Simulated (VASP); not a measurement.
# LuH2: single point with LDA

The system is LuH2.

```
Lu H
1.0
     0.00000    2.33960    2.33960
     2.33960    0.00000    2.33960
     2.33960    2.33960    0.00000
Lu H
1 2
Cartesian
  0.0000 0.0000 0.0000
  1.1698 1.1698 1.1698
  3.5094 3.5094 3.5094
```

| Item | Value |
| --- | --- |
| Program | VASP 6.6.1 |
| Task | single point |
| Functional | LDA |
| Potentials or basis | VASP PAW PBE potentials, release 64 (Lu, H) |
| Cutoff | 520 eV |
| k mesh | 9 × 9 × 9 |
| Occupations | fermi-dirac, width 0.1 eV |
| Spin | no spin polarisation |

- Pressure: 21.0 GPa
- Band gap on the k mesh: zero (an odd number of electrons rules out a gap without spin polarisation)

Levels at points of the mesh, in eV from the Fermi level:
| k point | band 10 | band 11 | band 12 | band 13 | band 14 | band 15 | band 16 | band 17 |
| --- | --- | --- | --- | --- | --- | --- | --- | --- |
| (0.00, 0.00, 0.00) | -4.21 | -4.21 | -4.21 | 0.36 | 1.59 | 1.59 | 1.59 | 5.13 |

Wall time 25 s on 1 thread of Intel Xeon 8259CL, with other jobs on the host, peak memory 0.14 GiB.

Caveat: the cell stands under pressure; the PAW data sets were made with another functional, which shifts forces and pressure a little; spin-orbit coupling is left out, which moves the levels of the heavy elements.
